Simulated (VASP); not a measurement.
# CaI (P-6m2) in VASP: further runs, part 2 of 2

VASP 6.6.1.

### Step 4. Single point, LDA

INCAR

```
  ALGO = Normal
  EDIFF = 1E-7
  ENCUT = 520
  GGA = CA
  ISIF = 2
  ISMEAR = -1
  LASPH = T
  LCHARG = F
  LREAL = F
  LWAVE = F
  NBANDS = 16
  NELM = 100
  PREC = Accurate
  SIGMA = 0.1
```

KPOINTS

```
k-points
0
Gamma
  6 6 5
```

POSCAR

```
CaI
1.0
    4.1468200000      0.0000000000      0.0000000000
   -2.0734100000      3.5912520000      0.0000000000
    0.0000000000      0.0000000000      4.5762290000
Ca I
1 1
Direct
    0.0000000000      0.0000000000      0.5000000000
    0.6666666667      0.3333333333      0.0000000000
```

Potentials or basis: VASP PAW LDA potentials, release 64 (Ca_sv, I).

Launch:

```
$ cat potpaw_LDA.64/Ca_sv/POTCAR potpaw_LDA.64/I/POTCAR > POTCAR
$ mpirun -np 1 vasp_std > vasp.out
```

OUTCAR:

```text
EDIFF = 1E-7
   ENCUT = 520
   GGA = CA
   ISIF = 2
   ISMEAR = -1
   LASPH = T
   LREAL = F
   NELM = 100
   PREC = Accurate

 ion  position               nearest neighbor table
   1  0.000  0.000  0.500-   2 3.31   2 3.31   2 3.31   2 3.31   2 3.31   2 3.31
   2  0.667  0.333  0.000-   1 3.31   1 3.31   1 3.31   1 3.31   1 3.31   1 3.31

  LATTYP: Found a hexagonal cell.
 ALAT       =     4.1468200000
 C/A-ratio  =     1.1035513960

  Lattice vectors:

 A1 = (   4.1468200000,   0.0000000000,   0.0000000000)
 A2 = (  -2.0734100000,   3.5912520000,   0.0000000000)
 A3 = (   0.0000000000,   0.0000000000,   4.5762290000)

Analysis of symmetry for initial positions (statically):
=====================================================================
 Subroutine PRICEL returns:
 Original cell was already a primitive cell.

 Routine SETGRP: Setting up the symmetry group for a
 hexagonal supercell.

 Subroutine GETGRP returns: Found 12 space group operations
 (whereof 12 operations were pure point group operations)
 out of a pool of 24 trial point group operations.

The static configuration has the point symmetry D_3h.

Analysis of symmetry for dynamics (positions and initial velocities):
=====================================================================
 Subroutine PRICEL returns:
 Original cell was already a primitive cell.

 Routine SETGRP: Setting up the symmetry group for a
 hexagonal supercell.

 Subroutine GETGRP returns: Found 12 space group operations
 (whereof 12 operations were pure point group operations)
 out of a pool of 24 trial point group operations.

The dynamic configuration has the point symmetry D_3h.
[... 105 lines left out ...]
   PSTRESS=    0.0 pullay stress
   NELECT =      17.0000    total number of electrons
   NUPDOWN=      -1.0000    fix difference up-down
   EMIN   =  10.00;   EMAX   =-10.00  energy-range for DOS
   EFERMI =   0.00;   METHOD = LEGACY
   ISMEAR =    -1;   SIGMA  =   0.10  broadening in eV -4-tet -1-fermi 0-gaus
   EFERMI_NEDOS =   21; number of points for ismear=-14 and -15
   IALGO  =     38    algorithm
   IMIX   =      4    mixing-type and parameters
     AMIX     =   0.40;   BMIX     =  1.00
     AMIX_MAG =   1.60;   BMIX_MAG =  1.00
  volume/ion in A,a.u.               =      34.08       229.95
  Fermi-wavevector in a.u.,A,eV,Ry     =   1.030548  1.947453 14.449783  1.062029
  Thomas-Fermi vector in A             =   2.164652
   LORBIT       =      0    0 simple, 1 ext, 2 COOP (PROOUT), +10 PAW based schemes
   GGA     = CA    functional components
   LHFCALC =     F    Hartree Fock is set to
   AEXX    =    0.0000 exact exchange contribution
   IVDW    =     0    specifies the selected vdW correction
   LEPSILON=     F    determine dielectric tensor
   LRPA    =     F    only Hartree local field effects (RPA)
 non-spin polarized calculation
  energy-cutoff  :      520.00
  volume of cell :       68.15
 maximum number of plane-waves:      1871
 NGX is ok and might be reduce to    32
   NGX = 15   NGY = 15   NGZ = 17

 number of electron      17.0000000 magnetization

 Free energy of the ion-electron system (eV)
  ---------------------------------------------------
  ext. energy  EPLUGINS =         0.00000000
  ---------------------------------------------------
  free energy    TOTEN  =        -6.40029151 eV

  energy without entropy =       -6.33092697  energy(sigma->0) =       -6.36560924

 E-fermi :   5.3661     XC(G=0):  -8.9788

 val. band max:        5.3343276966   @ k =   0.3333   0.0000   0.2000
 cond. band min:       5.4335163720   @ k =   0.1667   0.1667   0.4000
 fundamental gap:      0.0991886754
 Fermi energy:         5.3660962427

 k-point     1 :       0.0000    0.0000    0.0000
  band No.  band energies     occupation
      1     -36.5277      2.00000
      2     -17.8839      2.00000
      3     -17.7925      2.00000
      4     -17.7925      2.00000
      5      -9.7508      2.00000
      6       0.6106      2.00000
[... 376 lines left out ...]
      3     -17.8414      2.00000
      4     -17.8347      2.00000
      5      -9.1561      2.00000
      6      -0.1421      2.00000
[... 8 lines left out ...]
     15       9.3346      0.00000
     16      10.9872      0.00000

------------------------ aborting loop because EDIFF is reached ----------------------------------------

  FORCE on cell =-STRESS in cart. coord.  units (eV):
  Direction    XX          YY          ZZ          XY          YZ          ZX
  --------------------------------------------------------------------------------------
  -------------------------------------------------------------------------------------
  Total       -1.2405828     -1.2405832     -1.3326034      0.0000000     -0.0000000     -0.0000000
  in kB      -29.1653732    -29.1653819    -31.3287223      0.0000000     -0.0000000     -0.0000000
  external PRESSURE =     -29.8864924 kB  Pullay stress =       0.0000000 kB

 VOLUME and BASIS-vectors are now :
 -----------------------------------------------------------------------------
  energy-cutoff  :      520.00
  volume of cell :       68.15
      direct lattice vectors                 reciprocal lattice vectors
     4.146820000  0.000000000  0.000000000     0.241148639  0.139227211  0.000000000
    -2.073410000  3.591252000  0.000000000     0.000000000  0.278454422  0.000000000
     0.000000000  0.000000000  4.576229000     0.000000000  0.000000000  0.218520533

 POSITION                                       TOTAL-FORCE (eV/Angst)
 -----------------------------------------------------------------------------------
      0.00000      0.00000      2.28811        -0.000000     -0.000000      0.000000
      2.07341      1.19708      0.00000         0.000000      0.000000      0.000000
 -----------------------------------------------------------------------------------
    total drift:                               -0.000000     -0.000002      0.000000

  FREE ENERGIE OF THE ION-ELECTRON SYSTEM (eV)
  ---------------------------------------------------
  free  energy   TOTEN  =        -6.4002915069 eV

  energy  without entropy=       -6.3309269737  energy(sigma->0) =       -6.36560924
```

It took 6.9 s on 1 thread of Intel Xeon 6975P-C (Granite Rapids), shared host; peak memory 0.16 GiB.

What came out:

| Property | Result |
| --- | --- |
| Free energy | -6.4003 eV |
| Pressure | -3.0 GPa |

Levels at points of the mesh, in eV from the Fermi level:
| k point | band 6 | band 7 | band 8 | band 9 | band 10 | band 11 | band 12 | band 13 |
| --- | --- | --- | --- | --- | --- | --- | --- | --- |
| (0.00, 0.00, 0.00) | -4.76 | -3.59 | -3.59 | -1.46 | 0.52 | 2.20 | 2.20 | 2.37 |
| (0.50, 0.00, 0.00) | -6.37 | -4.61 | -4.09 | -0.16 | 1.09 | 1.92 | 2.13 | 2.89 |

Caveat: spin-orbit coupling is left out, which moves the levels of the heavy elements; an odd number of electrons without spin polarisation forces a metal; a magnetic or distorted state may lie lower.
